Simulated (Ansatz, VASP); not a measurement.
# Sc3Al5N8 in VASP and in Ansatz

```
Al Sc N
1.0
     6.62879   -0.00042   -0.00452
    -3.31476    5.74133    0.00000
    -0.00692   -0.00400   10.18992
Al Sc N
10 6 16
Direct
  0.33800 0.16836 0.75076
  0.17059 0.83529 0.98788
  0.16801 0.83401 0.50954
  0.33800 0.66964 0.75076
  0.66841 0.32935 0.99607
  0.82910 0.16455 0.24997
  0.66227 0.33287 0.50301
  0.66841 0.83906 0.99607
  0.66227 0.82941 0.50301
  0.82659 0.66330 0.74886
  0.16533 0.33266 0.99003
  0.33724 0.16155 0.24463
  0.16854 0.33427 0.49860
  0.33724 0.67569 0.24463
  0.82350 0.16175 0.74200
  0.83750 0.66875 0.24286
  0.14953 0.32477 0.20144
  0.33997 0.15363 0.45156
  0.18245 0.34122 0.70838
  0.34680 0.15970 0.93993
  0.16658 0.83329 0.17336
  0.33997 0.68633 0.45156
  0.16478 0.83239 0.69932
  0.34680 0.68710 0.93993
  0.67963 0.32527 0.18371
  0.81089 0.15545 0.44654
  0.65511 0.34411 0.69051
  0.81525 0.15763 0.94293
  0.67963 0.85437 0.18371
  0.83518 0.66759 0.45299
  0.65511 0.81100 0.69051
  0.83130 0.66565 0.94093
```

Alike in both runs: functional PBE; k mesh 4 × 4 × 3; no spin polarisation.

Ansatz relaxed the structure, and its values are those at the end. VASP's run is a single point on that final structure, the one shown.

|  | VASP | Ansatz |
| --- | --- | --- |
| version | VASP 6.6.1 | Ansatz 0.2.0 |
| potentials or method | VASP PAW PBE potentials, release 64 (Al, Sc_sv, N) | scalar-relativistic, plane waves, PAW |
| plane-wave cutoff (eV) | 520 | 420 |
| occupations | gaussian, width 0.01 eV | fixed |
| valence electrons in the cell | 176 | 176 |

```tsv
	VASP	Ansatz	Ansatz less VASP
gap on the k mesh at the Fermi level (eV)	3.35	3.35	-0.004
least direct gap on the mesh (eV)	3.38	3.38	-0.004
pressure (GPa)	-1.5	-1.7	-0.22
rms of the force components (eV/Å)	0.027	0.000	-0.0263
```

Ansatz's warnings: stress scf threshold loose.
